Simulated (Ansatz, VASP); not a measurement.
## BN: VASP beside Ansatz

The input INCAR:

```
  PREC = Accurate
  ENCUT = 520
  EDIFF = 1E-7
  ISMEAR = 0
  SIGMA = 0.05
  LREAL = False
  LASPH = True
  NELM = 80
  ALGO = Normal
  ISIF = 2
  LWAVE = False
  LCHARG = False
  GGA = PE
  NBANDS = 26
```

File KPOINTS:

```
regular mesh
0
Gamma
  10 10 10
```

The input POSCAR:

```
BN
1.0
   -2.5545800964      0.0000000000      0.0000000000
   -0.0000000001      4.4246625189      0.0000000000
    1.2772900482     -2.2123312595     -4.2245145354
B N
4 4
Direct
    0.0000970726      0.6667637392      0.0001941452
    0.5000970726      0.1667637392      0.0001941452
    0.7500970726      0.0834304059      0.5001941452
    0.2500970726      0.5834304059      0.5001941452
    0.1874029274      0.8540695941      0.3748058548
    0.6874029274      0.3540695941      0.3748058548
    0.9374029274      0.2707362608      0.8748058548
    0.4374029274      0.7707362608      0.8748058548
```

Input for Ansatz:

```yaml
crystal:
  lattice:
    - [-2.5545800964, 0.0, 0.0]
    - [-1.0e-10, 4.4246625189, 0.0]
    - [1.2772900482, -2.2123312595, -4.2245145354]
  atoms:
    - { symbol: B, position: [9.70726e-05, 0.6667637392, 0.0001941452] }
    - { symbol: B, position: [0.5000970726, 0.1667637392, 0.0001941452] }
    - { symbol: B, position: [0.7500970726, 0.0834304059, 0.5001941452] }
    - { symbol: B, position: [0.2500970726, 0.5834304059, 0.5001941452] }
    - { symbol: "N", position: [0.1874029274, 0.8540695941, 0.3748058548] }
    - { symbol: "N", position: [0.6874029274, 0.3540695941, 0.3748058548] }
    - { symbol: "N", position: [0.9374029274, 0.2707362608, 0.8748058548] }
    - { symbol: "N", position: [0.4374029274, 0.7707362608, 0.8748058548] }
basis:
  ecutwfc: 420
kpoints:
  mp_grid: { grid: [10, 10, 10] }
hamiltonian:
  xc: pbe
scf:
  occupations: { method: gaussian, width: 0.05 }
output:
  forces: true
  stress: true
  eigenvalues: true
  write_density: true
  write_potential: true
  elf: true
  volumetric_format: npy
```

Alike in both runs: task single point; functional PBE; k mesh 10 × 10 × 10; occupations gaussian, width 0.05 eV; no spin polarisation.

|  | VASP | Ansatz |
| --- | --- | --- |
| version | VASP 6.6.1 | Ansatz 0.2.0 |
| potentials or method | VASP PAW PBE potentials, release 64 (B, N), cutoff 520 eV | scalar-relativistic, plane waves, PAW |
| valence electrons in the cell | 32 | 32 |

|  | VASP | Ansatz | Ansatz less VASP |
| --- | --- | --- | --- |
| gap on the k mesh at the Fermi level (eV) | 5.33 | 5.35 | +0.017 |
| least direct gap on the mesh (eV) | 6.48 | 6.48 | +0.008 |
| pressure (GPa) | 0.2 | 0.0 | -0.23 |
